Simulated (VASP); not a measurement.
Write the native input for VASP 6.6.1 that does the following.

| Property | Result |
| --- | --- |
| Task | single point |
| Functional | PBE |
| Dispersion | D3(BJ) |
| Potentials or basis | VASP PAW PBE potentials, release 64 (As) |
| Cutoff | 520 eV |
| k mesh | 9 × 9 × 1 |
| Occupations | gaussian, width 0.05 eV |
| Spin | no spin polarisation |
| Dipole correction | yes |
| Further INCAR settings | ALGO = Normal; EDIFF = 1e-07; NBANDS = 18 |

The structure of As lies in POSCAR:

```
As
1.0
    3.5713380906      0.0000000000      0.0000000000
   -1.7856690453      3.0928695120      0.0000000000
    0.0000000000      0.0000000000     20.2952802043
As
4
Direct
    0.3333333333      0.6666666667      0.2905917062
    0.6666666667      0.3333333333      0.2217264287
    1.1666666667      0.3333333333      0.5289545203
    0.8333333333      0.6666666667      0.4600892428
```

One way to write it, as run:

INCAR

```
PREC = Accurate
ENCUT = 520
EDIFF = 1E-7
ISMEAR = 0
SIGMA = 0.05
LREAL = False
LASPH = True
NELM = 100
ALGO = Normal
ISIF = 2
LWAVE = False
LCHARG = True
LDIPOL = True
IDIPOL = 3
DIPOL = 0.5 0.5 0.375
GGA = PE
IVDW = 12
LELF = True
LVHAR = True
LVACPOTAV = True
NBANDS = 18
```

KPOINTS

```
regular mesh
0
Gamma
  9 9 1
```

Potentials or basis: VASP PAW PBE potentials, release 64 (As).

Launch:

```console
$ cat potpaw_PBE.64/As/POTCAR > POTCAR
$ mpirun -np 1 vasp_std > vasp.out
```

It gave:

The largest force is 0.143 eV/Å and the band gap on the k mesh is 1.10 eV, indirect (least direct gap 1.63 eV). The dispersion energy per atom is -0.267 eV.

Run time: 77 s on 1 thread of Intel(R) Xeon(R) Platinum 8559C (Emerald Rapids) (shared host), peak memory 0.36 GiB.
